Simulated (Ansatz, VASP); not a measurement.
One calculation of Ga2PN, two programs

The input POSCAR:

```
Ga2PN
1.0
    3.3520943031      0.0000000000      0.0000000000
    0.0000000000      3.3520943031      0.0000000000
    0.0000000000      0.0000000000      4.7326784216
N Ga P
1 2 1
Direct
    0.0000000000      0.0000000000      0.0000000000
    0.0000000000      0.0000000000      0.5000000000
    0.5000000000      0.5000000000      0.0000000000
    0.5000000000      0.5000000000      0.5000000000
```

The input INCAR.step1:

```
SYSTEM = Ga2PN
  ALGO = Normal
  EDIFF = 1E-5
  ENCUT = 520
  GGA = PE
  ISIF = 2
  ISMEAR = 1
  LASPH = .TRUE.
  LCHARG = .FALSE.
  LREAL = .FALSE.
  LWAVE = .TRUE.
  NBANDS = 26
  NELM = 80
  PREC = Accurate
  SIGMA = 0.5
```

INCAR.step2

```
SYSTEM = Ga2PN
  ALGO = Normal
  EDIFF = 1E-6
  ENCUT = 520
  GGA = PE
  HFSCREEN = 0.2079
  ISIF = 2
  ISMEAR = 1
  ISTART = 1
  LASPH = .TRUE.
  LCHARG = .FALSE.
  LHFCALC = .TRUE.
  LREAL = .FALSE.
  LWAVE = .FALSE.
  NBANDS = 26
  NELM = 80
  PREC = Accurate
  PRECFOCK = Normal
  SIGMA = 0.5
```

File KPOINTS:

```
k-points
0
G
  4 4 2
  0 0 0
```

Input for Ansatz:

```yaml
crystal:
  lattice:
    - [3.3520943031, 0.0, 0.0]
    - [0.0, 3.3520943031, 0.0]
    - [0.0, 0.0, 4.7326784216]
  atoms:
    - { symbol: "N", position: [0.0, 0.0, 0.0] }
    - { symbol: Ga, position: [0.0, 0.0, 0.5] }
    - { symbol: P, position: [0.5, 0.5, 0.5] }
    - { symbol: Ga, position: [0.5, 0.5, 0.0] }
kpoints:
  mp_grid: { grid: [4, 4, 2] }
hamiltonian:
  xc: hse06
scf:
  occupations: { method: methfessel_paxton, width: 0.5 }
  n_extra_bands: 5
output:
  forces: true
  stress: true
  eigenvalues: true
```

Alike in both runs: task single point; functional HSE06; k mesh 4 × 4 × 2; occupations methfessel-paxton of order 1, width 0.5 eV; no spin polarisation.

|  | VASP | Ansatz |
| --- | --- | --- |
| version | VASP 6.6.1 | Ansatz 0.2.0 |
| potentials or method | VASP PAW PBE potentials, release 64 (N, Ga_d, P) | plane waves |
| plane-wave cutoff (eV) | 520 | 420 |
| valence electrons in the cell | 36 | 36 |

VASP gave:

| Property | Result |
| --- | --- |
| pressure (GPa) | 0.4 |

**Question.** Which values does Ansatz return?

**Answer.** Pressure (GPa): 0.3.

Ansatz's warnings: filled band counts differ across k points, stress exchange threshold loose, stress scf threshold loose.

The k mesh is coarse, so the values compare programs but aren't converged.
